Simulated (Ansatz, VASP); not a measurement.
BeSi in VASP and in Ansatz

```
Be Si
1.0
    -2.03740    2.03740    3.59587
     2.03740   -2.03740    3.59587
     2.03740    2.03740   -3.59587
Be Si
2 2
Direct
  0.14428 0.14428 0.00000
  0.85572 0.85572 0.00000
  0.50000 0.50000 0.00000
  0.75000 0.25000 0.50000
```

Alike in both runs: task relaxation of cell and atoms; functional PBE; k mesh 16 × 16 × 16; occupations gaussian, width 0.1 eV; no spin polarisation.

|  | VASP | Ansatz |
| --- | --- | --- |
| version | VASP 6.6.1 | Ansatz 0.2.0 |
| potentials or method | VASP PAW PBE potentials, release 64 (Be, Si), cutoff 600 eV | scalar-relativistic, plane waves, PAW |
| valence electrons in the cell | 12 | 12 |

```csv
,VASP,Ansatz,Ansatz less VASP
"gap on the k mesh at the Fermi level, each at its own relaxed structure (eV)",none,none,-
relaxed volume (Å³/atom),12.94,12.93,-0.010
relaxed length of the cell vector where the two differ most in proportion (Å),5.684,5.684,+0.0007
```

A gap of «none» marks a metal or a gap that the smearing closes.
